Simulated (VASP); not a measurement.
# CaSe (Fm-3m) in VASP: density of states with PBE

Aim: the density of states of CaSe with PBE.

Program: VASP 6.6.1. These are calculated values, not measurements. Logs are shortened: lines on timing, memory, paths and dates and some standing lists are left out, and cuts for length are marked.

### 1 The cell of the first run

The structure is cubic, space group Fm-3m (No. 225). Conventional cell: a = 6.099 Å, b = 6.099 Å, c = 6.099 Å, α = 90.00°, β = 90.00°, γ = 90.00°. Within 4.0 Å of Ca (site symmetry m-3m) lie 6 Se at 3.05 Å. Within 4.0 Å of Se (site symmetry m-3m) lie 6 Ca at 3.05 Å.

### 2 Density of states, PBE

POSCAR

```
CaSe
1.0
    0.0000000000      3.0494740000      3.0494740000
    3.0494740000      0.0000000000      3.0494740000
    3.0494740000      3.0494740000      0.0000000000
Ca Se
1 1
Direct
    0.0000000000      0.0000000000      0.0000000000
    0.5000000000      0.5000000000      0.5000000000
```

INCAR.step1

```
PREC = Accurate
ENCUT = 400
EDIFF = 1E-6
ISMEAR = -1
SIGMA = 0.1
LREAL = False
LASPH = True
NELM = 120
ALGO = Normal
ISIF = 2
LWAVE = False
LCHARG = True
GGA = PE
NBANDS = 15
GGA_COMPAT = False
NEDOS = 2001
LORBIT = 11
```

KPOINTS.step1

```
regular mesh
0
Gamma
  7 7 7
```

INCAR.step2

```
PREC = Accurate
ENCUT = 400
EDIFF = 1E-6
ISMEAR = -5
SIGMA = 0.1
LREAL = False
LASPH = True
NELM = 120
ALGO = Normal
ISIF = 2
LWAVE = False
LCHARG = False
GGA = PE
LORBIT = 11
NEDOS = 2001
ICHARG = 11
GGA_COMPAT = False
```

KPOINTS.step2

```
regular mesh
0
Gamma
  11 11 11
```

Potentials or basis: VASP PAW PBE potentials, release 64 (Ca_sv, Se).

Launch:

```
cat potpaw_PBE.64/Ca_sv/POTCAR potpaw_PBE.64/Se/POTCAR > POTCAR
cp INCAR.step1 INCAR
cp KPOINTS.step1 KPOINTS
mpirun -np 1 vasp_std > vasp.out
cp INCAR.step2 INCAR
cp KPOINTS.step2 KPOINTS
mpirun -np 1 vasp_std > vasp.out
```

OUTCAR:

```text
PREC = Accurate
   ENCUT = 400
   EDIFF = 1E-6
   ISMEAR = -5
   LREAL = False
   LASPH = True
   NELM = 120
   ISIF = 2
   GGA = PE
   LORBIT = 11
   ICHARG = 11

 ion  position               nearest neighbor table
   1  0.000  0.000  0.000-
   2  0.500  0.500  0.500-

  LATTYP: Found a face centered cubic cell.
 ALAT       =     6.0989480000

  Lattice vectors:

 A1 = (   0.0000000000,   3.0494740000,   3.0494740000)
 A2 = (   3.0494740000,   0.0000000000,   3.0494740000)
 A3 = (   3.0494740000,   3.0494740000,   0.0000000000)

Analysis of symmetry for initial positions (statically):
=====================================================================
 Subroutine PRICEL returns:
 Original cell was already a primitive cell.

 Routine SETGRP: Setting up the symmetry group for a
 face centered cubic supercell.

 Subroutine GETGRP returns: Found 48 space group operations
 (whereof 48 operations were pure point group operations)
 out of a pool of 48 trial point group operations.

The static configuration has the point symmetry O_h .

Analysis of symmetry for dynamics (positions and initial velocities):
=====================================================================
 Subroutine PRICEL returns:
 Original cell was already a primitive cell.

 Routine SETGRP: Setting up the symmetry group for a
 face centered cubic supercell.

 Subroutine GETGRP returns: Found 48 space group operations
 (whereof 48 operations were pure point group operations)
 out of a pool of 48 trial point group operations.

The dynamic configuration has the point symmetry O_h .

 Subroutine INISYM returns: Found 48 space group operations
 (whereof 48 operations are pure point group operations),
 and found     1 'primitive' translations

----------------------------------------------------------------------------------------

                                     Primitive cell

  volume of cell :      56.7159

  direct lattice vectors                    reciprocal lattice vectors
     0.000000000  3.049474000  3.049474000    -0.163962703  0.163962703  0.163962703
     3.049474000  0.000000000  3.049474000     0.163962703 -0.163962703  0.163962703
     3.049474000  3.049474000  0.000000000     0.163962703  0.163962703 -0.163962703

  length of vectors
     4.312607489  4.312607489  4.312607489     0.283991732  0.283991732  0.283991732

  position of ions in fractional coordinates (direct lattice)
     0.000000000  0.000000000  0.000000000
     0.500000000  0.500000000  0.500000000

  ion indices of the primitive-cell ions
   primitive index   ion index
                 1           1
                 2           2

----------------------------------------------------------------------------------------

 KPOINTS: regular mesh

Automatic generation of k-mesh.
 Grid dimensions read from file:
 generate k-points for:   11   11   11

 Generating k-lattice:

  Cartesian coordinates                     Fractional coordinates (reciprocal lattice)
    -0.014905700  0.014905700  0.014905700     0.090909091  0.000000000  0.000000000
     0.014905700 -0.014905700  0.014905700     0.000000000  0.090909091  0.000000000
     0.014905700  0.014905700 -0.014905700     0.000000000  0.000000000  0.090909091

  Length of vectors
     0.025817430  0.025817430  0.025817430

  Shift w.r.t. Gamma in fractional coordinates (k-lattice)
     0.000000000  0.000000000  0.000000000

 TETIRR: Found    201 inequivalent tetrahedra from     7986

 Subroutine IBZKPT returns following result:
 ===========================================

 Found     56 irreducible k-points:

 Following reciprocal coordinates:
            Coordinates               Weight
  0.000000  0.000000  0.000000      1.000000
  0.090909  0.000000  0.000000      8.000000
  0.181818  0.000000  0.000000      8.000000
  0.272727  0.000000  0.000000      8.000000
  0.363636  0.000000  0.000000      8.000000
  0.454545  0.000000  0.000000      8.000000
[... 16 lines left out ...]
 -0.272727  0.181818  0.000000     24.000000
 -0.181818  0.181818  0.000000     12.000000
 [... further k-points ...]
   k-points           NKPTS =     56   k-points in BZ     NKDIM =     56   number of bands    NBANDS=     12
   number of dos      NEDOS =   2001   number of ions     NIONS =      2
   total plane-waves  NPLWV =  21952
   dimension x,y,z NGX =    28 NGY =   28 NGZ =   28
   dimension x,y,z NGXF=    56 NGYF=   56 NGZF=   56
   ions per type =               1   1
   NGX,Y,Z   is equivalent  to a cutoff of  10.79, 10.79, 10.79 a.u.
   NGXF,Y,Z  is equivalent  to a cutoff of  21.59, 21.59, 21.59 a.u.
 SYSTEM =  unknown system
   PREC   = accura    normal or accurate (medium, high low for compatibility)
   ISTART =      0    job   : 0-new  1-cont  2-samecut
   ICHARG =     11    charge: 1-file 2-atom 10-const
   ISPIN  =      1    spin polarized calculation?
   LNONCOLLINEAR =      F non collinear calculations
   LSORBIT =      F    spin-orbit coupling
   LASPH  =      T    aspherical Exc in radial PAW
   ENCUT  =  400.0 eV  29.40 Ry    5.42 a.u.   7.03  7.03  7.03*2*pi/ulx,y,z
   NELM   =    120;   NELMIN=  2; NELMDL=  0     # of ELM steps
   EDIFF  = 0.1E-05   stopping-criterion for ELM
   LREAL  =      F    real-space projection
   EDIFFG = 0.1E-04   stopping-criterion for IOM
   NSW    =      0    number of steps for IOM
   IBRION =     -1    ionic relax: 0-MD 1-quasi-New 2-CG
   NFREE  =      0    steps in history (QN), initial steepest desc. (CG)
   ISIF   =      2    stress and relaxation
   ISYM   =      2    0-nonsym 1-usesym 2-fastsym
   POTIM  = 0.5000    time-step for ionic-motion
   TEBEG  =    0.0;   TEEND  =   0.0 temperature during run
   PSTRESS=    0.0 pullay stress
   NELECT =      16.0000    total number of electrons
   NUPDOWN=      -1.0000    fix difference up-down
   EMIN   =  10.00;   EMAX   =-10.00  energy-range for DOS
   EFERMI =   0.00;   METHOD = LEGACY
   ISMEAR =    -5;   SIGMA  =   0.10  broadening in eV -4-tet -1-fermi 0-gaus
   EFERMI_NEDOS =   21; number of points for ismear=-14 and -15
   IALGO  =     38    algorithm
   IMIX   =      4    mixing-type and parameters
     AMIX     =   0.40;   BMIX     =  1.00
     AMIX_MAG =   1.60;   BMIX_MAG =  1.00
  volume/ion in A,a.u.               =      28.36       191.37
  Fermi-wavevector in a.u.,A,eV,Ry     =   1.073692  2.028984 15.685006  1.152815
  Thomas-Fermi vector in A             =   2.209499
   LORBIT       =     11    0 simple, 1 ext, 2 COOP (PROOUT), +10 PAW based schemes
   GGA     = PE    functional components
   LHFCALC =     F    Hartree Fock is set to
   AEXX    =    0.0000 exact exchange contribution
   IVDW    =     0    specifies the selected vdW correction
   LEPSILON=     F    determine dielectric tensor
   LRPA    =     F    only Hartree local field effects (RPA)
 non-spin polarized calculation
 Fermi weights with tetrahedron method with Bloechl corrections
  energy-cutoff  :      400.00
  volume of cell :       56.72
 maximum number of plane-waves:      1041

 number of electron      15.9999994 magnetization

 Free energy of the ion-electron system (eV)
  ---------------------------------------------------
  ext. energy  EPLUGINS =         0.00000000
  ---------------------------------------------------
  free energy    TOTEN  =        -9.45289714 eV

  energy without entropy =       -9.45289714  energy(sigma->0) =       -9.45289714

 E-fermi :   1.8601     XC(G=0):  -8.7747

 val. band max:        1.8455887541   @ k =   0.0000   0.0000   0.0000
 cond. band min:       4.0832000247   @ k =   0.4545   0.4545   0.0000
 fundamental gap:      2.2376112705
 Fermi energy:         1.8600767788

 k-point     1 :       0.0000    0.0000    0.0000
  band No.  band energies     occupation
      1     -38.1967      2.00000
      2     -19.1740      2.00000
      3     -19.1740      2.00000
      4     -19.1740      2.00000
      5      -9.6563      2.00000
      6       1.8456      2.00000
      7       1.8456      2.00000
      8       1.8456      2.00000
      9       4.7194      0.00000
     10       5.5591      0.00000
     11       5.5592      0.00000
     12       5.5596      0.00000

 k-point     2 :       0.0909    0.0000    0.0000
  band No.  band energies     occupation
      1     -38.1965      2.00000
      2     -19.1799      2.00000
      3     -19.1745      2.00000
      4     -19.1745      2.00000
      5      -9.6171      2.00000
      6       1.4289      2.00000
      7       1.7349      2.00000
      8       1.7349      2.00000
      9       5.0852      0.00000
     10       5.6615      0.00000
     11       5.6616      0.00000
     12       5.6739      0.00000

 k-point     3 :       0.1818    0.0000    0.0000
  band No.  band energies     occupation
      1     -38.1956      2.00000
      2     -19.1956      2.00000
      3     -19.1757      2.00000
      4     -19.1757      2.00000
      5      -9.5090      2.00000
      6       0.6246      2.00000
      7       1.4748      2.00000
      8       1.4748      2.00000
      9       5.3631      0.00000
     10       5.9246      0.00000
     11       5.9246      0.00000
     12       6.4030      0.00000
[... 286 lines left out ...]
 k-point    23 :      -0.2727    0.1818    0.0000
  band No.  band energies     occupation
      1     -38.1932      2.00000
      2     -19.2251      2.00000
      3     -19.1925      2.00000
      4     -19.1783      2.00000
      5      -9.2166      2.00000
      6      -0.5178      2.00000
      7       0.7102      2.00000
      8       0.9238      2.00000
      9       6.1002      0.00000
     10       6.4714      0.00000
     11       6.7301      0.00000
     12       7.1442      0.00000

 k-point    24 :      -0.1818    0.1818    0.0000
  band No.  band energies     occupation
      1     -38.1941      2.00000
      2     -19.2135      2.00000
      3     -19.1877      2.00000
      4     -19.1760      2.00000
      5      -9.3295      2.00000
      6      -0.1564      2.00000
      7       1.0151      2.00000
      8       1.0926      2.00000
      9       5.9816      0.00000
     10       6.1492      0.00000
     11       6.1622      0.00000
     12       6.7630      0.00000

 [... further k-points ...]

------------------------ aborting loop because EDIFF is reached ----------------------------------------

  FORCE on cell =-STRESS in cart. coord.  units (eV):
  Direction    XX          YY          ZZ          XY          YZ          ZX
  --------------------------------------------------------------------------------------
  -------------------------------------------------------------------------------------
  Total       -0.9916055     -0.9916055     -0.9916055      0.0000000     -0.0000000      0.0000000
  in kB      -28.0120368    -28.0120368    -28.0120368      0.0000000     -0.0000000      0.0000000
  external PRESSURE =     -28.0120368 kB  Pullay stress =       0.0000000 kB

 VOLUME and BASIS-vectors are now :
 -----------------------------------------------------------------------------
  energy-cutoff  :      400.00
  volume of cell :       56.72
      direct lattice vectors                 reciprocal lattice vectors
     0.000000000  3.049474000  3.049474000    -0.163962703  0.163962703  0.163962703
     3.049474000  0.000000000  3.049474000     0.163962703 -0.163962703  0.163962703
     3.049474000  3.049474000  0.000000000     0.163962703  0.163962703 -0.163962703

 POSITION                                       TOTAL-FORCE (eV/Angst)
 -----------------------------------------------------------------------------------
      0.00000      0.00000      0.00000        -0.000000      0.000000      0.000000
      3.04947      3.04947      3.04947         0.000000     -0.000000     -0.000000
 -----------------------------------------------------------------------------------
    total drift:                                0.000000      0.000000      0.000000

  FREE ENERGIE OF THE ION-ELECTRON SYSTEM (eV)
  ---------------------------------------------------
  free  energy   TOTEN  =        -9.4528971423 eV

  energy  without entropy=       -9.4528971423  energy(sigma->0) =       -9.45289714

 total charge

# of ion       s       p       d       tot
------------------------------------------
    1        2.028   5.844   0.208   8.080
    2        1.430   2.454   0.004   3.888
--------------------------------------------------
tot          3.458   8.299   0.212  11.969
```

Wall time 54 s (1 thread of AMD EPYC 7R13, shared host); peak memory 0.14 GiB.

Results:

```yaml
Valence_electrons_inside_the_program's_atomic_spheres: Ca 8.08; Se 3.89
```
